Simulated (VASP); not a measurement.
Crystal: Li.

```xyz
1
Lattice="1.7550 1.7550 1.7550 -1.7550 1.7550 1.7550 -1.7550 -1.7550 1.7550" Properties=species:S:1:pos:R:3 pbc="T T T"
Li    0.0000    0.0000    0.0000
```

| Item | Value |
| --- | --- |
| Program | VASP 6.6.1 |
| Task | relaxation of cell and atoms |
| Functional | PBEsol |
| Potentials or basis | VASP PAW PBE potentials, release 64 (Li_sv) |
| Cutoff | 750 eV |
| k mesh | 8 × 8 × 8 |
| Occupations | methfessel-paxton, width 0.1 eV |
| Spin | no spin polarisation |

At the start: pressure -0.9 GPa; volume 21.62 Å³/atom.

Task: Where does the relaxation end?

Result: Over 3 steps the energy falls by 3.9 meV/atom and the volume is 20.35 Å³/atom (-5.9 %); space group Im-3m (No. 229, to 0.1 Å) before and after.

The path:
| step | energy change (eV) | largest force (eV/Å) | pressure (GPa) | volume (Å³) |
| --- | --- | --- | --- | --- |
| 1 | 0.0000 | 0.0000 | -0.87 | 21.62 |
| 2 | -0.0017 | 0.0000 | -0.66 | 21.26 |
| 3 | -0.0039 | 0.0000 | -0.09 | 20.35 |

Final structure:
```xyz
1
Lattice="1.7198 1.7198 1.7198 -1.7198 1.7198 1.7198 -1.7198 -1.7198 1.7198" Properties=species:S:1:pos:R:3 pbc="T T T"
Li    0.0000    0.0000    0.0000
```

Caveat: the PAW data sets were made with another functional, which shifts forces and pressure a little.
